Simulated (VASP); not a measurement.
Wanted: the native input for a VASP 6.6.1 run.

```yaml
Task: single point
Functional: LDA
Potentials_or_basis: VASP PAW LDA potentials, release 64 (Be, Fe)
Cutoff: 520 eV
k_mesh: 7 × 7 × 7
Occupations: fermi-dirac, width 0.1 eV
Spin: collinear spin, zero start
Starting_moments: "[0.0, 0.0, 0.0, 0.0] μB"
Fixed_moment: 0 μB
Dipole_correction: no
Further_INCAR_settings: ALGO = Normal; EDIFF = 1e-06; NBANDS = 19
```

The structure of Be3Fe lies in POSCAR:

```
Be3Fe
1.0
    3.2390010000      0.0000000000      0.0000000000
    0.0000000000      3.2390010000      0.0000000000
    0.0000000000      0.0000000000      3.2390010000
Be Fe
3 1
Direct
    0.0000000000      0.5000000000      0.5000000000
    0.5000000000      0.0000000000      0.5000000000
    0.5000000000      0.5000000000      0.0000000000
    0.0000000000      0.0000000000      0.0000000000
```

One way to write it, as run:

INCAR

```
SYSTEM = Be3Fe
ALGO = Normal ; EDIFF = 1E-6
ENCUT = 520 ; GGA = CA
ISIF = 2 ; ISMEAR = -1
ISPIN = 2 ; LASPH = .True.
LCHARG = .True. ; LELF = .True.
LMAXMIX = 4 ; LORBIT = 11
LREAL = .False. ; LVHAR = .True.
LWAVE = .False. ; MAGMOM = 0 0 0 0
NBANDS = 19 ; NELM = 150
NUPDOWN = 0.0 ; PREC = Accurate
SIGMA = 0.1
```

KPOINTS

```
k-points
0
Gamma
  7 7 7
  0 0 0
```

Potentials or basis: VASP PAW LDA potentials, release 64 (Be, Fe).

The run is started by

```console
$ cat potpaw_LDA.64/Be/POTCAR potpaw_LDA.64/Fe/POTCAR > POTCAR
$ mpirun -np 1 vasp_std > vasp.out
```

Results of the run:

The pressure is -10.9 GPa and the net moment is 0.00 μB per cell. The valence electrons inside the program's atomic spheres are Be 1.16; Fe 7.56.

Caveat: the total moment is fixed, so each spin has its own Fermi level.

It took 31 s on 1 thread of AMD EPYC 7R13 Processor (Zen 3), on a shared host, peak memory 0.11 GiB.
